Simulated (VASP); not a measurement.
A run of VASP 6.6.1:

POSCAR

```
Ce
1.0
    0.0000000000      2.3695178255      2.3695178255
    2.3695178255      0.0000000000      2.3695178255
    2.3695178255      2.3695178255      0.0000000000
Ce
1
Direct
    0.0000000000      0.0000000000      0.0000000000
```

INCAR.step1

```
SYSTEM = Ce
  PREC = Accurate
  ENCUT = 520
  EDIFF = 1E-6
  ISMEAR = 0
  SIGMA = 0.05
  LREAL = .FALSE.
  LASPH = .TRUE.
  NELM = 150
  ALGO = Normal
  ISIF = 2
  LWAVE = .FALSE.
  LCHARG = .TRUE.
  MAGMOM = 0 0 0.05
  LSORBIT = .TRUE.
  GGA_COMPAT = .FALSE.
  LORBMOM = .TRUE.
  LMAXMIX = 6
  GGA = PE
  NBANDS = 23
```

File KPOINTS.step1:

```
Automatic mesh
0
G
  16 16 16
  0 0 0
```

Contents of INCAR.step2:

```
SYSTEM = Ce
  PREC = Accurate
  ENCUT = 520
  EDIFF = 1E-6
  ISMEAR = -5
  SIGMA = 0.05
  LREAL = .FALSE.
  LASPH = .TRUE.
  NELM = 150
  ALGO = Normal
  ISIF = 2
  LWAVE = .FALSE.
  LCHARG = .FALSE.
  MAGMOM = 0 0 0.05
  LORBIT = 10
  LSORBIT = .TRUE.
  GGA_COMPAT = .FALSE.
  LORBMOM = .TRUE.
  LMAXMIX = 6
  GGA = PE
  NEDOS = 2001
  ICHARG = 11
```

File KPOINTS.step2:

```
Automatic mesh
0
G
  24 24 24
  0 0 0
```

Potentials or basis: VASP PAW PBE potentials, release 64 (Ce).

Run with:

```sh
$ cat potpaw_PBE.64/Ce/POTCAR > POTCAR
$ cp INCAR.step1 INCAR
$ cp KPOINTS.step1 KPOINTS
$ mpirun -np 1 vasp_ncl > vasp.out
$ cp INCAR.step2 INCAR
$ cp KPOINTS.step2 KPOINTS
$ mpirun -np 1 vasp_ncl > vasp.out
```

Hardware: 1 thread of Intel(R) Xeon(R) Platinum 8259CL CPU @ 2.50GHz (Skylake/Cascade Lake) (shared host).

Q: Estimate the wall time of this run.

A: It took 79 min on 1 thread of Intel(R) Xeon(R) Platinum 8259CL CPU @ 2.50GHz (Skylake/Cascade Lake), on a shared host, peak memory 1.4 GiB. Counts: k points 1814.
